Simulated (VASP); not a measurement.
Pb:

```
Pb
1.0
     5.55105    0.00000    0.00000
    -2.77552    4.80735    0.00000
     0.00000    0.00000    2.99420
Pb
2
Direct
  0.33333 0.66667 0.00000
  0.66667 0.33333 0.00000
```

* Program: VASP 6.6.1
* Task: relaxation of cell and atoms
* Functional: PBE
* Dispersion: D3(BJ)
* Potentials or basis: VASP PAW PBE potentials, release 64 (Pb_d)
* Cutoff: 600 eV
* k mesh: 12 × 12 × 14
* Occupations: gaussian, width 0.1 eV
* Spin: no spin polarisation

At the start: pressure 1.1 GPa; volume 39.95 Å³/atom.

Question: How do energy, volume and symmetry change on relaxing?

Answer: Over 7 steps the energy falls by 50.3 meV/atom and the volume is 39.92 Å³/atom (-0.1 %); space group P6/mmm (No. 191, to 0.05 Å).

The path:
```csv
step,energy change (eV),largest force (eV/Å),pressure (GPa),volume (Å³)
1,0.0000,0.0000,1.08,79.90
2,-0.0885,0.0000,-0.98,82.89
3,-0.0885,0.0000,-1.00,82.88
4,-0.1004,0.0000,-0.15,80.15
5,-0.1005,0.0000,-0.03,79.90
6,-0.1005,0.0000,-0.08,79.97
7,-0.1005,0.0000,-0.01,79.84
```

Final structure:
```yaml
crystal:
  lattice:
    - [5.37732, 0.00000, 0.00000]
    - [-2.68866, 4.65690, 0.00000]
    - [0.00000, 0.00000, 3.18847]
  atoms:
    - { symbol: Pb, position: [0.33333, 0.66667, 0.00000] }
    - { symbol: Pb, position: [0.66667, 0.33333, 0.00000] }
```

Caveat: pairwise dispersion overbinds metals, which lowers pressure and volume.
